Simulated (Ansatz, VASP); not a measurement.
## Two plane-wave programs on Sn2PbO3

```xyz
12
Lattice="3.9388 -0.0002 0.0040 -0.0004 3.9069 -0.0052 0.0156 -0.0211 15.9175" Properties=species:S:1:pos:R:3 pbc="T T T"
Sn    0.0137    1.9313   12.0068
Sn    1.9871    3.8866   14.7746
Sn    3.9364    1.9621    1.1452
Sn    1.9713    3.9034    3.9028
Pb    1.9876   -0.0264    9.6287
Pb   -0.0032    1.9509    6.2860
O     1.9862    1.9270   10.8810
O     0.0169   -0.0250   10.8663
O     1.9714    1.9626    0.0083
O    -0.0016    0.0066   -0.0056
O    -0.0019   -0.0029    5.0346
O     1.9673    1.9520    5.0489
```

Change from the starting cell: cell x1, atoms moved at random (sigma 0.05 Å) and cell strained at random (1.5 %), then relaxed without symmetry.

Alike in both runs: functional PBE; k mesh 4 × 4 × 1; occupations gaussian, width 0.1 eV; no spin polarisation.

Ansatz relaxed the structure, and its values are those at the end. VASP's run is a single point on that final structure, the one shown.

```csv
,VASP,Ansatz
version,VASP 6.6.1,Ansatz 0.2.0
potentials or method,"VASP PAW PBE potentials, release 64 (Sn_d, Pb_d, O), cutoff 600 eV","scalar-relativistic, plane waves, PAW"
valence electrons in the cell,120,120
```

```csv
,VASP,Ansatz,Ansatz less VASP
gap on the k mesh at the Fermi level (eV),0.89,0.89,-0.006
least direct gap on the mesh (eV),1.27,1.29,+0.022
pressure (GPa),0.1,0.0,-0.08
rms of the force components (eV/Å),0.025,0.010,-0.0157
```

Spin-orbit coupling is off throughout.
